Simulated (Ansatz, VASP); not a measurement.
**Two plane-wave programs on TeW**

INCAR

```
SYSTEM = TeW
PREC     = Accurate       ! precision mode
ENCUT    = 600            ! plane-wave cutoff, eV
EDIFF    = 1E-6           ! SCF threshold, eV
ISMEAR   = 0              ! smearing method
SIGMA    = 0.1            ! smearing width, eV
LREAL    = .False.        ! projectors in reciprocal space
LASPH    = .True.         ! aspherical terms in the spheres
NELM     = 80             ! most SCF steps
ALGO     = Normal         ! electronic algorithm
ISIF     = 3              ! what is computed and relaxed
LWAVE    = .False.        ! write WAVECAR
LCHARG   = .False.        ! write CHGCAR
GGA      = PE             ! functional
IBRION   = 2              ! ionic algorithm
NSW      = 80             ! ionic steps
EDIFFG   = -0.01          ! ionic threshold
```

File KPOINTS:

```
Automatic mesh
0
Gamma
  12 12 12
  0 0 0
```

Contents of POSCAR:

```
TeW
1.0
    0.0000000000      3.0618296945      3.0618296945
    3.0618296945      0.0000000000      3.0618296945
    3.0618296945      3.0618296945      0.0000000000
W Te
1 1
Direct
    0.0000000000      0.0000000000      0.0000000000
    0.2500000000      0.2500000000      0.2500000000
```

Input for Ansatz:

```yaml
crystal:
  lattice:
    - [0.0, 3.0618296945, 3.0618296945]
    - [3.0618296945, 0.0, 3.0618296945]
    - [3.0618296945, 3.0618296945, 0.0]
  atoms:
    - { symbol: W, position: [0.0, 0.0, 0.0] }
    - { symbol: Te, position: [0.25, 0.25, 0.25] }
basis:
  ecutwfc: 420
kpoints:
  mp_grid: { grid: [12, 12, 12] }
hamiltonian:
  xc: pbe
scf:
  occupations: { method: gaussian, width: 0.1 }
  lower_state_search: "off"
output:
  forces: true
  stress: true
  eigenvalues: true
relax:
  adjacent_minimum: "off"
  f_tol: 0.01
  max_steps: 60
  cell: { stress_tol: 0.05 }
```

Alike in both runs: task relaxation of cell and atoms; functional PBE; k mesh 12 × 12 × 12; occupations gaussian, width 0.1 eV; no spin polarisation.

|  | VASP | Ansatz |
| --- | --- | --- |
| version | VASP 6.6.1 | Ansatz 0.2.0 |
| potentials or method | VASP PAW PBE potentials, release 64 (W_sv, Te), cutoff 600 eV | scalar-relativistic, plane waves, PAW |
| valence electrons in the cell | 20 | 30 |

VASP gave:

- gap on the k mesh at the Fermi level, each at its own relaxed structure (eV): none
- relaxed volume (Å³/atom): 28.35
- relaxed cell length with the largest relative difference (Å): 4.312

Question: What did Ansatz give for the same quantities?

Answer: gap on the k mesh at the Fermi level, each at its own relaxed structure (eV): none; relaxed volume (Å³/atom): 28.36; relaxed cell length with the largest relative difference (Å): 4.313.

A gap of «none» marks a metal or a gap that the smearing closes. VASP's potentials hold 20 valence electrons a cell and Ansatz's 30, so a difference there can come from the potentials and not from the codes.

Spin-orbit coupling is off throughout.
